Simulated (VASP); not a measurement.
# BeS (F-43m) in VASP: a series of runs

Runs on BeS. Level: PBE0. Tasks: single point.

Everything below comes from runs of VASP 6.6.1. Logs are shortened: lines on timing, memory, paths and dates and some standing lists are left out, and cuts for length are marked.

## Step 1: The cell of the first run

It takes space group F-43m (No. 216, cubic). The conventional cell has a = 4.784 Å, b = 4.784 Å, c = 4.784 Å, α = 90.00°, β = 90.00°, γ = 90.00°. S (site symmetry -43m) has 4 Be at 2.07 Å within 2.7 Å. Be (site symmetry -43m) has 4 S at 2.07 Å within 2.7 Å.

## Step 2: Single point, PBE0

Input file POSCAR:

```
BeS
1.0
    0.0000000000      2.3922257121      2.3922257121
    2.3922257121      0.0000000000      2.3922257121
    2.3922257121      2.3922257121      0.0000000000
S Be
1 1
Direct
    0.7500000000      0.7500000000      0.7500000000
    0.0000000000      0.0000000000      0.0000000000
```

Input file INCAR.step1:

```
SYSTEM = BeS
ALGO = Normal
EDIFF = 1E-5
ENCUT = 520
GGA = PE
ISIF = 2
ISMEAR = 0
LASPH = .TRUE.
LCHARG = .FALSE.
LREAL = .FALSE.
LWAVE = .TRUE.
NBANDS = 11
NELM = 60
PREC = Accurate
SIGMA = 0.1
```

Input file INCAR.step2:

```
SYSTEM = BeS
AEXX = 0.25
ALGO = Normal
EDIFF = 1E-6
ENCUT = 520
GGA = PE
ISIF = 2
ISMEAR = 0
ISTART = 1
LASPH = .TRUE.
LCHARG = .FALSE.
LHFCALC = .TRUE.
LREAL = .FALSE.
LWAVE = .FALSE.
NBANDS = 11
NELM = 60
PREC = Accurate
PRECFOCK = Normal
SIGMA = 0.1
```

Input file KPOINTS:

```
k-points
0
G
  5 5 5
  0 0 0
```

Potentials or basis: VASP PAW PBE potentials, release 64 (S, Be).

Launch:

```bash
cat potpaw_PBE.64/S/POTCAR potpaw_PBE.64/Be/POTCAR > POTCAR
cp INCAR.step1 INCAR
mpirun -np 1 vasp_std > vasp.out
cp INCAR.step2 INCAR
mpirun -np 1 vasp_std > vasp.out
```

OUTCAR:

```text
SYSTEM = BeS
   AEXX = 0.25
   EDIFF = 1E-6
   ENCUT = 520
   GGA = PE
   ISIF = 2
   ISMEAR = 0
   ISTART = 1
   LASPH = .TRUE.
   LHFCALC = .TRUE.
   LREAL = .FALSE.
   NELM = 60
   PREC = Accurate
   PRECFOCK = Normal

 ion  position               nearest neighbor table
   1  0.750  0.750  0.750-   2 2.07   2 2.07   2 2.07   2 2.07
   2  0.000  0.000  0.000-   1 2.07   1 2.07   1 2.07   1 2.07

  LATTYP: Found a face centered cubic cell.
 ALAT       =     4.7844514242

  Lattice vectors:

 A1 = (   0.0000000000,   2.3922257121,   2.3922257121)
 A2 = (   2.3922257121,   0.0000000000,   2.3922257121)
 A3 = (   2.3922257121,   2.3922257121,   0.0000000000)

Analysis of symmetry for initial positions (statically):
=====================================================================
 Subroutine PRICEL returns:
 Original cell was already a primitive cell.

 Routine SETGRP: Setting up the symmetry group for a
 face centered cubic supercell.

 Subroutine GETGRP returns: Found 24 space group operations
 (whereof 24 operations were pure point group operations)
 out of a pool of 48 trial point group operations.

The static configuration has the point symmetry T_d .

Analysis of symmetry for dynamics (positions and initial velocities):
=====================================================================
 Subroutine PRICEL returns:
 Original cell was already a primitive cell.

 Routine SETGRP: Setting up the symmetry group for a
 face centered cubic supercell.

 Subroutine GETGRP returns: Found 24 space group operations
 (whereof 24 operations were pure point group operations)
 out of a pool of 48 trial point group operations.

The dynamic configuration has the point symmetry T_d .

 Subroutine INISYM returns: Found 24 space group operations
 (whereof 24 operations are pure point group operations),
 and found     1 'primitive' translations

----------------------------------------------------------------------------------------

                                     Primitive cell

  volume of cell :      27.3802

  direct lattice vectors                    reciprocal lattice vectors
     0.000000000  2.392225712  2.392225712    -0.209010378  0.209010378  0.209010378
     2.392225712  0.000000000  2.392225712     0.209010378 -0.209010378  0.209010378
     2.392225712  2.392225712  0.000000000     0.209010378  0.209010378 -0.209010378

  length of vectors
     3.383118046  3.383118046  3.383118046     0.362016594  0.362016594  0.362016594

  position of ions in fractional coordinates (direct lattice)
     0.750000000  0.750000000  0.750000000
     0.000000000  0.000000000  0.000000000

  ion indices of the primitive-cell ions
   primitive index   ion index
                 1           1
                 2           2

----------------------------------------------------------------------------------------

 KPOINTS: k-points

Automatic generation of k-mesh.
 Grid dimensions read from file:
 generate k-points for:    5    5    5

 Generating k-lattice:

  Cartesian coordinates                     Fractional coordinates (reciprocal lattice)
    -0.041802076  0.041802076  0.041802076     0.200000000  0.000000000  0.000000000
     0.041802076 -0.041802076  0.041802076     0.000000000  0.200000000  0.000000000
     0.041802076  0.041802076 -0.041802076     0.000000000  0.000000000  0.200000000

  Length of vectors
     0.072403319  0.072403319  0.072403319

  Shift w.r.t. Gamma in fractional coordinates (k-lattice)
     0.000000000  0.000000000  0.000000000

 Subroutine IBZKPT returns following result:
 ===========================================

 Found     10 irreducible k-points:

 Following reciprocal coordinates:
            Coordinates               Weight
  0.000000  0.000000  0.000000      1.000000
  0.200000  0.000000  0.000000      8.000000
  0.400000  0.000000  0.000000      8.000000
  0.200000  0.200000  0.000000      6.000000
  0.400000  0.200000  0.000000     24.000000
 -0.400000  0.200000  0.000000     24.000000
 -0.200000  0.200000  0.000000     12.000000
  0.400000  0.400000  0.000000      6.000000
 -0.400000  0.400000  0.000000     12.000000
 -0.400000  0.400000  0.200000     24.000000
   k-points           NKPTS =     10   k-points in BZ     NKDIM =    125   number of bands    NBANDS=     11
   number of dos      NEDOS =    301   number of ions     NIONS =      2
   total plane-waves  NPLWV =  21952
   dimension x,y,z NGX =    28 NGY =   28 NGZ =   28
   dimension x,y,z NGXF=    56 NGYF=   56 NGZF=   56
   ions per type =               1   1
   NGX,Y,Z   is equivalent  to a cutoff of  13.76, 13.76, 13.76 a.u.
   NGXF,Y,Z  is equivalent  to a cutoff of  27.52, 27.52, 27.52 a.u.
 SYSTEM =  BeS
   PREC   = accura    normal or accurate (medium, high low for compatibility)
   ISTART =      1    job   : 0-new  1-cont  2-samecut
   ICHARG =      0    charge: 1-file 2-atom 10-const
   ISPIN  =      1    spin polarized calculation?
   LNONCOLLINEAR =      F non collinear calculations
   LSORBIT =      F    spin-orbit coupling
   LASPH  =      T    aspherical Exc in radial PAW
   ENCUT  =  520.0 eV  38.22 Ry    6.18 a.u.   6.29  6.29  6.29*2*pi/ulx,y,z
   NELM   =     60;   NELMIN=  2; NELMDL=  0     # of ELM steps
   EDIFF  = 0.1E-05   stopping-criterion for ELM
   LREAL  =      F    real-space projection
   EDIFFG = 0.1E-04   stopping-criterion for IOM
   NSW    =      0    number of steps for IOM
   IBRION =     -1    ionic relax: 0-MD 1-quasi-New 2-CG
   NFREE  =      0    steps in history (QN), initial steepest desc. (CG)
   ISIF   =      2    stress and relaxation
   ISYM   =      3    0-nonsym 1-usesym 2-fastsym
   POTIM  = 0.5000    time-step for ionic-motion
   TEBEG  =    0.0;   TEEND  =   0.0 temperature during run
   PSTRESS=    0.0 pullay stress
   NELECT =       8.0000    total number of electrons
   NUPDOWN=      -1.0000    fix difference up-down
   EMIN   =  10.00;   EMAX   =-10.00  energy-range for DOS
   EFERMI =   0.00;   METHOD = LEGACY
   ISMEAR =     0;   SIGMA  =   0.10  broadening in eV -4-tet -1-fermi 0-gaus
   EFERMI_NEDOS =   21; number of points for ismear=-14 and -15
   IALGO  =     38    algorithm
   IMIX   =      1    mixing-type and parameters
     AMIX     =   0.40;   BMIX     =  1.00
     AMIX_MAG =   1.60;   BMIX_MAG =  1.00
  volume/ion in A,a.u.               =      13.69        92.39
  Fermi-wavevector in a.u.,A,eV,Ry     =   1.086324  2.052855 16.056230  1.180100
  Thomas-Fermi vector in A             =   2.222458
   LORBIT       =      0    0 simple, 1 ext, 2 COOP (PROOUT), +10 PAW based schemes
   GGA     = PE    functional components
   LHFCALC =     T    Hartree Fock is set to
   PRECFOCK=normal    Normal, Fast or Accurate (Low or Medium for compatibility)
   ENCUT4O =  -1.0   cutoff for four orbital integrals eV
   NKREDX  =     1    reduce k-point grid by
   NKREDY  =     1    reduce k-point grid by
   NKREDZ  =     1    reduce k-point grid by
   AEXX    =    0.2500 exact exchange contribution
   HFSCREEN=    0.0000 screening length (either q_TF or 0.3 A-1)
   HFSCREENC=   0.0000 screening length for correlation (either q_TF or 0.3 A-1)
   ENCUTFOCK=  -1.0 apply spherical cutoff to Coloumb kernel
   IVDW    =     0    specifies the selected vdW correction
   LEPSILON=     F    determine dielectric tensor
   LRPA    =     F    only Hartree local field effects (RPA)
 non-spin polarized calculation
 Gauss-broadening in eV      SIGMA  =   0.10
  energy-cutoff  :      520.00
  volume of cell :       27.38
 maximum number of plane-waves:       750
 NGX is ok and might be reduce to    28
  NGX = 20; NGY = 20; NGZ = 20

 number of electron       8.0000001 magnetization

 Free energy of the ion-electron system (eV)
  ---------------------------------------------------
  ext. energy  EPLUGINS =         0.00000000
  ---------------------------------------------------
  free energy    TOTEN  =       -11.97782305 eV

  energy without entropy =      -11.97782305  energy(sigma->0) =      -11.97782305

 E-fermi :   4.0733     XC(G=0):  -7.8272

 val. band max:        3.5686406443   @ k =   0.0000   0.0000   0.0000
 cond. band min:       8.5975421973   @ k =   0.4000   0.4000   0.0000
 fundamental gap:      5.0289015530
 Fermi energy:         4.0732536751

 k-point     1 :       0.0000    0.0000    0.0000
  band No.  band energies     occupation
      1     -11.8681      2.00000
      2       3.5686      2.00000
      3       3.5686      2.00000
      4       3.5686      2.00000
      5      11.1784      0.00000
      6      11.1784      0.00000
      7      11.1784      0.00000
      8      11.7498      0.00000
      9      18.7180      0.00000
     10      18.7180      0.00000
     11      20.9369      0.00000

 k-point     2 :       0.2000    0.0000    0.0000
  band No.  band energies     occupation
      1     -11.3544      2.00000
      2       0.7736      2.00000
      3       3.0711      2.00000
      4       3.0711      2.00000
      5      11.1729      0.00000
      6      11.9887      0.00000
      7      11.9887      0.00000
      8      14.4498      0.00000
      9      17.5885      0.00000
     10      17.5885      0.00000
     11      20.3282      0.00000

 k-point     3 :       0.4000    0.0000    0.0000
  band No.  band energies     occupation
      1     -10.2229      2.00000
      2      -2.5688      2.00000
      3       2.4619      2.00000
      4       2.4619      2.00000
      5      11.1083      0.00000
      6      12.1693      0.00000
      7      12.1693      0.00000
      8      16.8781      0.00000
      9      19.7052      0.00000
     10      19.7052      0.00000
     11      20.8034      0.00000
[... 71 lines left out ...]
 k-point     9 :      -0.4000    0.4000    0.0000
  band No.  band energies     occupation
      1      -9.2961      2.00000
      2      -1.8875      2.00000
      3      -0.7773      2.00000
      4       0.8526      2.00000
      5       9.3342      0.00000
      6      12.1231      0.00000
      7      17.3627      0.00000
      8      18.0745      0.00000
      9      19.0137      0.00000
     10      20.1553      0.00000
     11      23.9946      0.00000

 k-point    10 :      -0.4000    0.4000    0.2000
  band No.  band energies     occupation
      1      -9.4731      2.00000
      2      -1.7026      2.00000
      3      -0.5018      2.00000
      4       0.5800      2.00000
      5      11.4945      0.00000
      6      12.7467      0.00000
      7      14.0206      0.00000
      8      17.3702      0.00000
      9      18.2530      0.00000
     10      21.0526      0.00000
     11      23.8928      0.00000

------------------------ aborting loop because EDIFF is reached ----------------------------------------

  FORCE on cell =-STRESS in cart. coord.  units (eV):
  Direction    XX          YY          ZZ          XY          YZ          ZX
  --------------------------------------------------------------------------------------
  -------------------------------------------------------------------------------------
  Total        0.7697607      0.7697607      0.7697607     -0.0000000      0.0000000      0.0000000
  in kB       45.0432674     45.0432674     45.0432674     -0.0000000      0.0000000      0.0000000
  external PRESSURE =      45.0432674 kB  Pullay stress =       0.0000000 kB

 VOLUME and BASIS-vectors are now :
 -----------------------------------------------------------------------------
  energy-cutoff  :      520.00
  volume of cell :       27.38
      direct lattice vectors                 reciprocal lattice vectors
     0.000000000  2.392225712  2.392225712    -0.209010378  0.209010378  0.209010378
     2.392225712  0.000000000  2.392225712     0.209010378 -0.209010378  0.209010378
     2.392225712  2.392225712  0.000000000     0.209010378  0.209010378 -0.209010378

 POSITION                                       TOTAL-FORCE (eV/Angst)
 -----------------------------------------------------------------------------------
      3.58834      3.58834      3.58834        -0.000000      0.000000     -0.000000
      0.00000      0.00000      0.00000         0.000000     -0.000000      0.000000
 -----------------------------------------------------------------------------------
    total drift:                               -0.000000      0.000000      0.000000

  FREE ENERGIE OF THE ION-ELECTRON SYSTEM (eV)
  ---------------------------------------------------
  free  energy   TOTEN  =       -11.9778230471 eV

  energy  without entropy=      -11.9778230471  energy(sigma->0) =      -11.97782305
```

Run time: 3.9 min. Hardware: 1 thread of Intel Xeon Platinum 8259CL at 2.50GHz (Skylake/Cascade Lake), shared host; peak memory 0.15 GiB.

Results:

```
Free energy            : -11.9778 eV
Pressure               : 4.5 GPa
Band gap on the k mesh : 5.03 eV, indirect (least direct gap 7.61 eV)
```

Levels at points of the mesh, in eV from the valence-band top:
| k point | band 2 | band 3 | band 4 | band 5 | band 6 | band 7 |
| --- | --- | --- | --- | --- | --- | --- |
| (0.00, 0.00, 0.00) | 0.00 | 0.00 | 0.00 | 7.61 | 7.61 | 7.61 |

Caveat: the k points lie up to 0.45 Å⁻¹ apart; the PAW data sets were made with another functional, which shifts forces and pressure a little.

## Step 3: Single point, PBE0

This run uses another cell than the first one, of 13.98 Å³/atom, 1.021 times its volume.

Input file POSCAR:

```
BeS
1.0
    0.0000000000      2.4087243418      2.4087243418
    2.4087243418      0.0000000000      2.4087243418
    2.4087243418      2.4087243418      0.0000000000
S Be
1 1
Direct
    0.7500000000      0.7500000000      0.7500000000
    0.0000000000      0.0000000000      0.0000000000
```

Input file INCAR.step1:

```
SYSTEM = BeS
PREC = Accurate
ENCUT = 520
EDIFF = 1E-5
ISMEAR = 0
SIGMA = 0.1
LREAL = .False.
LASPH = .True.
NELM = 60
ALGO = Normal
ISIF = 2
LWAVE = .True.
LCHARG = .False.
NBANDS = 11
GGA = PE
```

Input file INCAR.step2:

```
SYSTEM = BeS
PREC = Accurate
ENCUT = 520
EDIFF = 1E-6
ISMEAR = 0
SIGMA = 0.1
LREAL = .False.
LASPH = .True.
NELM = 60
ALGO = Normal
ISIF = 2
LWAVE = .False.
LCHARG = .False.
GGA = PE
LHFCALC = .True.
AEXX = 0.25
PRECFOCK = Normal
NBANDS = 11
ISTART = 1
```

Input file KPOINTS:

```
Automatic mesh
0
Gamma
  5 5 5
  0 0 0
```

Potentials or basis: VASP PAW PBE potentials, release 64 (S, Be).

Launch:

```bash
cat potpaw_PBE.64/S/POTCAR potpaw_PBE.64/Be/POTCAR > POTCAR
cp INCAR.step1 INCAR
mpirun -np 1 vasp_std > vasp.out
cp INCAR.step2 INCAR
mpirun -np 1 vasp_std > vasp.out
```

It took 3.7 min on 1 thread of Intel Xeon Platinum 8259CL at 2.50GHz (Skylake/Cascade Lake), shared host; peak memory 0.15 GiB.

Results (log left out):

```
Free energy            : -11.9899 eV
Pressure               : 2.2 GPa
Band gap on the k mesh : 5.07 eV, indirect (least direct gap 7.62 eV)
```

Levels at points of the mesh, in eV from the valence-band top:
| k point | band 1 | band 2 | band 3 | band 4 | band 5 | band 6 | band 7 | band 8 | band 9 |
| --- | --- | --- | --- | --- | --- | --- | --- | --- | --- |
| (0.00, 0.00, 0.00) | -15.28 | 0.00 | 0.00 | 0.00 | 7.62 | 7.62 | 7.62 | 7.99 | 15.10 |

Caveat: the k points lie up to 0.45 Å⁻¹ apart; the PAW data sets were made with another functional, which shifts forces and pressure a little.
